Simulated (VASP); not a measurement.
# Al31ZnO48 (a cell with a defect) in VASP: further runs, part 4 of 4

VASP 6.6.1. Earlier steps stand in the parts before.

### Step 5. Single point, PBE

INCAR reads:

```
PREC = Accurate
ENCUT = 520
EDIFF = 1E-6
ISMEAR = -1
SIGMA = 0.01
LREAL = Auto
LASPH = True
NELM = 120
ALGO = Normal
ISIF = 2
LWAVE = False
LCHARG = False
GGA = PE
NELECT = 392.0
NBANDS = 242
GGA_COMPAT = False
```

KPOINTS reads:

```
Automatic mesh
0
Gamma
  1 1 1
```

POSCAR reads:

```
Al31ZnO48
1.0
    4.8078835245      2.7758328471      8.7484141875
   -4.8078835245      2.7758328471      8.7484141875
    0.0000000000     -5.5516656942      8.7484141875
Al Zn O
31 1 48
Direct
    0.3238338815      0.3242167351      0.3237571727
    0.0738936047      0.0742837547      0.0738453380
    0.1761381916      0.1765821606      0.1760804045
    0.3236715998      0.3222583596      0.8275136278
    0.4246656372      0.4284344028      0.9260720727
    0.0746446903      0.0743428374      0.5730365487
    0.1726814546      0.1763621771      0.6781519976
    0.3218476515      0.8279927751      0.3235982511
    0.4279911368      0.9265278279      0.4246242664
    0.0739047039      0.5735039797      0.0746366186
    0.1759741669      0.6786257204      0.1726163249
    0.3251732248      0.8240426462      0.8231835840
    0.4256840568      0.9273313571      0.9253432626
    0.0718505866      0.5751107848      0.5745720448
    0.1760635463      0.6776687577      0.6770781296
    0.8275339287      0.3240980597      0.3218026970
    0.9260756769      0.4251167511      0.4279589854
    0.5730794236      0.0751061042      0.0738531550
    0.6782183804      0.1730884003      0.1758983216
    0.8232483130      0.3255652642      0.8235866603
    0.9253962476      0.4260954472      0.9268558203
    0.5745972706      0.0722491295      0.5746505947
    0.6771237168      0.1764564156      0.6772245837
    0.8236407878      0.8236689087      0.3251113239
    0.9269082080      0.9258047537      0.4256534641
    0.5747006746      0.5750558247      0.0717845367
    0.6772260784      0.6775805658      0.1759939059
    0.8247799829      0.8251989804      0.8247406902
    0.9265317569      0.9269475876      0.9264703248
    0.5740758328      0.5745254550      0.5740693207
    0.6761136150      0.6765145520      0.6760854297
    0.4285251514      0.4289448574      0.4284567559
    0.2223217923      0.0284538240      0.3744403045
    0.4723210689      0.1254780773      0.2768336794
    0.0279913924      0.3749172600      0.2223039676
    0.3744848002      0.2227950846      0.0279533387
    0.1250457814      0.2773275366      0.4722596713
    0.2768855973      0.4727551264      0.1250135264
    0.2214775268      0.0286103706      0.8750480527
    0.4716721502      0.1260119204      0.7771612862
    0.0277335296      0.3755550610      0.7217391394
    0.3753733097      0.2129118217      0.5288589546
    0.1238541597      0.2786408721      0.9730498165
    0.2663307870      0.4737136762      0.6373049827
    0.2125372133      0.5293347461      0.3753296883
    0.4733246698      0.6377770816      0.2662662152
    0.0281897382      0.8755122218      0.2214363858
    0.3751384637      0.7222187377      0.0276801613
    0.1256026886      0.7776260816      0.4716221709
    0.2782102367      0.9735369641      0.1238038589
    0.2213865242      0.5297215883      0.8759780124
    0.4719076761      0.6256313980      0.7777766403
    0.0284658003      0.8759246482      0.7218641665
    0.3756132387      0.7216760146      0.5271690294
    0.1253140847      0.7792253954      0.9714592346
    0.2791470595      0.9706989148      0.6244979591
    0.7217960557      0.0281423189      0.3750928382
    0.9730787098      0.1242771163      0.2781793709
    0.5289435419      0.3757930250      0.2124571345
    0.8751128094      0.2218758510      0.0281428805
    0.6373266602      0.2667394757      0.4732496238
    0.7772258487      0.4720926451      0.1255491108
    0.7219334875      0.0288759975      0.8754555861
    0.9715164139      0.1257331417      0.7787327897
    0.5272196383      0.3760395623      0.7211812557
    0.8760065592      0.2218245039      0.5292341778
    0.6245575234      0.2795554841      0.9702368307
    0.7778209930      0.4723390411      0.6251655634
    0.7212227741      0.5276615635      0.3755713994
    0.9702869085      0.6249712356      0.2791071114
    0.5292679278      0.8764734196      0.2213331316
    0.8755025799      0.7223539479      0.0284175985
    0.6252168214      0.7782599027      0.4718463977
    0.7788043086      0.9719273220      0.1252601422
    0.7224928530      0.5288067115      0.8741574546
    0.9702370696      0.6258056257      0.7794167130
    0.5283938565      0.8746066621      0.7224356675
    0.8741904445      0.7228977897      0.5283713621
    0.6254030167      0.7798930481      0.9701406182
    0.7794594815      0.9706663821      0.6253270439
```

Potentials or basis: VASP PAW PBE potentials, release 64 (Al, Zn, O).

Run with:

```bash
> cat potpaw_PBE.64/Al/POTCAR potpaw_PBE.64/Zn/POTCAR potpaw_PBE.64/O/POTCAR > POTCAR
> mpirun -np 1 vasp_gam > vasp.out
```

OUTCAR:

```text
PREC = Accurate
   ENCUT = 520
   EDIFF = 1E-6
   ISMEAR = -1
   LREAL = Auto
   LASPH = True
   NELM = 120
   ISIF = 2
   GGA = PE
   NELECT = 392.0

 ion  position               nearest neighbor table
   1  0.324  0.324  0.324-  34 1.88  38 1.88  37 1.88  42 1.98  59 1.98  45 1.98  32 2.75  19 2.84
                             7 2.84  11 2.84   5 3.25   9 3.25  17 3.25
   2  0.074  0.074  0.074-  47 1.87  60 1.87  39 1.87  50 1.99  58 1.99  43 1.99   3 2.68  13 2.82
                            25 2.82  21 2.82  11 3.24  19 3.24   7 3.24
   3  0.176  0.177  0.176-  35 1.87  33 1.87  36 1.87  43 1.99  50 1.99  58 1.99   2 2.68   4 2.79
                             8 2.79  16 2.79  10 3.24  18 3.24   6 3.24
   4  0.324  0.322  0.828-  44 1.86  43 1.87  40 1.87  36 1.96  65 1.99  51 2.01   5 2.67   3 2.79
                            23 2.83  15 2.85  13 3.23  21 3.26
   5  0.425  0.428  0.926-  52 1.87  38 1.87  67 1.88  51 1.98  36 2.00  65 2.00   4 2.67  10 2.81
                            30 2.82  18 2.83  12 3.23   1 3.25  20 3.26
   6  0.075  0.074  0.573-  66 1.86  33 1.87  53 1.87  37 1.98  56 1.99  64 2.00   7 2.67  17 2.81
                            29 2.83   9 2.83  15 3.24  23 3.24   3 3.24
   7  0.173  0.176  0.678-  41 1.87  42 1.87  39 1.87  64 1.96  37 1.99  56 2.01   6 2.67  20 2.80
                            12 2.82   1 2.84   2 3.24  14 3.26  22 3.28
   8  0.322  0.828  0.324-  46 1.86  50 1.87  49 1.87  33 1.96  54 1.99  71 2.01   9 2.67   3 2.79
                            15 2.83  27 2.84  25 3.23  13 3.26
   9  0.428  0.927  0.425-  73 1.87  34 1.87  56 1.87  71 1.98  33 2.00  54 2.00   8 2.67  18 2.81
[... 31 lines left out ...]
  25  0.927  0.926  0.426-  58 1.87  49 1.87  80 1.88  78 1.99  47 1.99  57 2.00  24 2.68  14 2.81
                             2 2.82  22 2.82   8 3.23  16 3.26  28 3.27
  26  0.575  0.575  0.072-  75 1.87  48 1.87  59 1.87  46 1.97  62 1.99  79 2.00  27 2.71  21 2.81
                            13 2.82  32 2.85  31 3.23  11 3.26  19 3.28
  27  0.677  0.678  0.176-  72 1.86  71 1.87  69 1.87  46 1.95  62 2.00  79 2.01  26 2.71  28 2.81
                            16 2.83   8 2.84  10 3.24  18 3.24  30 3.25
  28  0.825  0.825  0.825-  79 1.87  76 1.87  80 1.87  63 1.98  72 1.98  53 1.98  29 2.67  27 2.81
                            23 2.81  15 2.81  25 3.27  13 3.27  21 3.27
  29  0.927  0.927  0.926-  55 1.87  64 1.87  74 1.87  72 1.99  63 1.99  53 2.00  28 2.67   6 2.83
                            10 2.83  18 2.83  20 3.25  12 3.25  24 3.25
[... 354 lines left out ...]
 non-spin polarized calculation
  energy-cutoff  :      520.00
  volume of cell :      700.53
 maximum number of plane-waves:      9404
 NGX is ok and might be reduce to    80
   NGX = 39   NGY = 39   NGZ = 39

 number of electron     392.0000031 magnetization

 Free energy of the ion-electron system (eV)
  ---------------------------------------------------
  ext. energy  EPLUGINS =         0.00000000
  ---------------------------------------------------
  free energy    TOTEN  =      -595.12502887 eV

  energy without entropy =     -595.09730070  energy(sigma->0) =     -595.11116478

 E-fermi :   5.7863     XC(G=0): -11.5505

 val. band max:        5.7862445011   @ k =   0.0000   0.0000   0.0000
 cond. band min:       5.7864546977   @ k =   0.0000   0.0000   0.0000
 fundamental gap:      0.0002101966
 Fermi energy:         5.7863498280

 k-point     1 :       0.0000    0.0000    0.0000
  band No.  band energies     occupation
      1     -13.3492      2.00000
      2     -12.4257      2.00000
      3     -12.3752      2.00000
      4     -12.3176      2.00000
      5     -12.3175      2.00000
      6     -12.2622      2.00000
[... 200 lines left out ...]
    207      14.9039      0.00000
    208      14.9786      0.00000
 [bands above 208 left out]

------------------------ aborting loop because EDIFF is reached ----------------------------------------

  FORCE on cell =-STRESS in cart. coord.  units (eV):
  Direction    XX          YY          ZZ          XY          YZ          ZX
  --------------------------------------------------------------------------------------
  -------------------------------------------------------------------------------------
  Total       -4.3447207     -4.3301742     -6.8160110     -0.0015267      0.0009050     -0.0079781
  in kB       -9.9367557     -9.9034866    -15.5888125     -0.0034917      0.0020698     -0.0182465
  external PRESSURE =     -11.8096849 kB  Pullay stress =       0.0000000 kB

 VOLUME and BASIS-vectors are now :
 -----------------------------------------------------------------------------
  energy-cutoff  :      520.00
  volume of cell :      700.53
      direct lattice vectors                 reciprocal lattice vectors
     4.807883525  2.775832847  8.748414187     0.103995864  0.060042040  0.038102144
    -4.807883525  2.775832847  8.748414187    -0.103995864  0.060042040  0.038102144
     0.000000000 -5.551665694  8.748414187     0.000000000 -0.120084080  0.038102144

 POSITION                                       TOTAL-FORCE (eV/Angst)
 -----------------------------------------------------------------------------------
     -0.00184      0.00149      8.50178        -0.001283     -0.001387     -0.002738
     -0.00188      0.00135      1.94235        -0.001674     -0.000289     -0.004233
     -0.00213      0.00155      4.62617        -0.003046     -0.001316      0.012654
      0.00679     -2.80109     12.89029        -0.002825      0.005038     -0.013615
     -0.01812     -2.77318     15.56493         0.006947      0.003231      0.005650
      0.00145     -2.76774      6.31657         0.004582      0.003159     -0.008789
[... 72 lines left out ...]
     -0.74277     -1.48503     20.78130        -0.004202      0.004447      0.000990
     -0.91930      1.38645     20.78145         0.007205     -0.002667      0.000439
 -----------------------------------------------------------------------------------
    total drift:                               -0.000782      0.002363      0.032707

  FREE ENERGIE OF THE ION-ELECTRON SYSTEM (eV)
  ---------------------------------------------------
  free  energy   TOTEN  =      -595.1250288706 eV

  energy  without entropy=     -595.0973006989  energy(sigma->0) =     -595.11116478
```

It took 14 min on 1 thread of Intel Xeon Platinum 8488C (Sapphire Rapids), shared host; peak memory 0.96 GiB.

What came out:

```
Free energy   : -595.1250 eV
Largest force : 0.073 eV/Å
```

Forces in eV/Å, atoms in the order of the input:
```
Al  -0.001 -0.001 -0.003
Al  -0.002  0.000 -0.004
Al  -0.003 -0.001  0.013
Al  -0.003  0.005 -0.014
Al   0.007  0.003  0.006
Al   0.005  0.003 -0.009
Al   0.000  0.000  0.012
Al   0.004 -0.003 -0.013
Al  -0.001 -0.005  0.010
Al  -0.002 -0.002 -0.010
Al  -0.002 -0.001  0.009
Al  -0.001  0.002 -0.009
Al   0.001  0.001  0.010
Al   0.008  0.000 -0.005
Al   0.004  0.002  0.003
Al   0.000 -0.001 -0.012
Al  -0.001  0.003  0.007
Al   0.000  0.002 -0.009
Al  -0.001  0.000  0.012
Al  -0.003  0.001 -0.009
Al  -0.004  0.001  0.011
Al  -0.006  0.007 -0.008
Al  -0.005  0.004  0.006
Al   0.001 -0.003 -0.010
Al   0.000  0.000  0.008
Al   0.001 -0.011 -0.007
Al   0.003 -0.007  0.005
Al   0.002  0.001 -0.013
Al   0.000 -0.001  0.012
Al   0.003  0.002 -0.012
Al  -0.002  0.005  0.012
Zn  -0.001  0.000 -0.004
O   -0.001  0.000  0.001
O    0.000 -0.003  0.000
O    0.001  0.003  0.002
O    0.004 -0.004  0.000
O   -0.002  0.001 -0.002
O    0.004  0.001 -0.002
O   -0.003 -0.003 -0.001
O   -0.002 -0.004  0.000
O    0.002 -0.001 -0.002
O    0.016 -0.024 -0.028
O   -0.001  0.001  0.000
O   -0.036 -0.053  0.031
O   -0.027 -0.002 -0.029
O   -0.032  0.059  0.029
O   -0.001  0.004  0.000
O    0.001 -0.001 -0.001
O   -0.001  0.003  0.000
O    0.003  0.002 -0.001
O   -0.003 -0.004  0.005
O    0.000 -0.003  0.003
O   -0.001  0.002  0.004
O    0.000 -0.002  0.001
O   -0.001  0.003  0.000
O    0.005  0.002 -0.002
O    0.000  0.000 -0.002
O    0.001  0.000  0.000
O    0.012  0.025 -0.030
O    0.003  0.001 -0.001
O    0.064 -0.003  0.032
O    0.002  0.002 -0.003
O   -0.004 -0.001  0.002
O   -0.002 -0.004  0.000
O    0.002  0.000  0.003
O    0.004 -0.004  0.004
O   -0.006  0.005 -0.002
O    0.002 -0.002  0.002
O   -0.001 -0.001  0.001
O   -0.003 -0.005 -0.002
O   -0.001  0.005  0.004
O    0.002 -0.001  0.003
O   -0.001 -0.001  0.001
O    0.002  0.001 -0.001
O   -0.004  0.003 -0.004
O   -0.005 -0.005  0.000
O    0.003  0.001 -0.002
O    0.001 -0.003 -0.002
O   -0.004  0.004  0.001
O    0.007 -0.003  0.000
```

Levels at points of the mesh, in eV from the Fermi level:
```
           k point  band 192  band 193  band 194  band 195  band 196  band 197  band 198  band 199  band 200  band 201
(0.00, 0.00, 0.00)     -0.34     -0.17     -0.17     -0.11      0.00      0.00      5.74      7.95      8.27      8.51
```

Caveat: the k points lie up to 0.79 Å⁻¹ apart; the cell carries a net charge on a neutralising background, which shifts energy and pressure; the cell is charged against a uniform background, so pressure and absolute levels hang on convention.
